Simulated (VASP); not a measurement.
Here is a VASP 6.6.1 calculation.

File INCAR:

```
SYSTEM = Cr
PREC = Accurate ; ENCUT = 520
EDIFF = 1E-6 ; ISMEAR = 0
SIGMA = 0.1 ; LREAL = .FALSE.
LASPH = .TRUE. ; NELM = 60
ALGO = Fast ; ISIF = 2
LWAVE = .FALSE. ; LCHARG = .FALSE.
GGA = PE ; NBANDS = 12
```

KPOINTS

```
regular mesh
0
G
  24 24 24
  0 0 0
```

Contents of POSCAR:

```
Cr
1.0
    2.3395195745      0.0000000000      0.0000000000
    0.0000000000      2.3395195745      0.0000000000
    0.0000000000      0.0000000000      2.3395195745
Cr
1
Direct
    0.0000000000      0.0000000000      0.0000000000
```

Potentials or basis: VASP PAW PBE potentials, release 64 (Cr_pv).

Command:

```console
$ cat potpaw_PBE.64/Cr_pv/POTCAR > POTCAR
$ mpirun -np 1 vasp_std > vasp.out
```

(1) What does it give for the band gap on the k mesh?

(2) Predict the pressure.

Answers

(1) zero (bands 6 and 7 overlap by 1.75 eV).

(2) 0.0 GPa.

Caveat: the run has no spin polarisation, though such a crystal can be magnetic.
